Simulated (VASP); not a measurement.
Here is a VASP 6.6.1 calculation.

INCAR

```
SYSTEM = Si2Ni
PREC = Accurate ; ENCUT = 600
EDIFF = 1E-6 ; ISMEAR = -1
SIGMA = 0.08 ; LREAL = .FALSE.
LASPH = .TRUE. ; NELM = 60
ALGO = Normal ; ISIF = 3
LWAVE = .FALSE. ; LCHARG = .FALSE.
GGA = PS ; IBRION = 2
NSW = 100 ; EDIFFG = -0.002
```

KPOINTS

```
Automatic mesh
0
G
  12 12 12
  0 0 0
```

The input POSCAR:

```
Si2Ni
1.0
    0.0000000000      2.7030000000      2.7030000000
    2.7030000000      0.0000000000      2.7030000000
    2.7030000000      2.7030000000      0.0000000000
Si Ni
2 1
Direct
    0.2500000000      0.2500000000      0.2500000000
    0.7500000000      0.7500000000      0.7500000000
    0.0000000000      0.0000000000      0.0000000000
```

Potentials or basis: VASP PAW PBE potentials, release 64 (Si, Ni).

The run is started by

```bash
$ cat potpaw_PBE.64/Si/POTCAR potpaw_PBE.64/Ni/POTCAR > POTCAR
$ mpirun -np 1 vasp_std > vasp.out
```

Question: Predict the relaxed cell.

Answer: a = 3.812 Å, b = 3.812 Å, c = 3.812 Å, α = 60.00°, β = 60.00°, γ = 60.00°.

Question: What does it give for the relaxed volume?

Answer: 13.05 Å³/atom.

Question: Predict the band gap on the k mesh.

Answer: Zero (band 9 reaches 12.21 eV, above the bottom of band 10 at 10.08 eV).

Final structure:
```yaml
crystal:
  lattice:
    - [0.00000, 2.69519, 2.69519]
    - [2.69519, 0.00000, 2.69519]
    - [2.69519, 2.69519, 0.00000]
  atoms:
    - { symbol: Si, position: [0.25000, 0.25000, 0.25000] }
    - { symbol: Si, position: [0.75000, 0.75000, 0.75000] }
    - { symbol: Ni, position: [0.00000, 0.00000, 0.00000] }
```

Caveat: the PAW data sets were made with another functional, which shifts forces and pressure a little. Spin polarisation is off, so any magnetic state and its effect on volume and gap are missing.
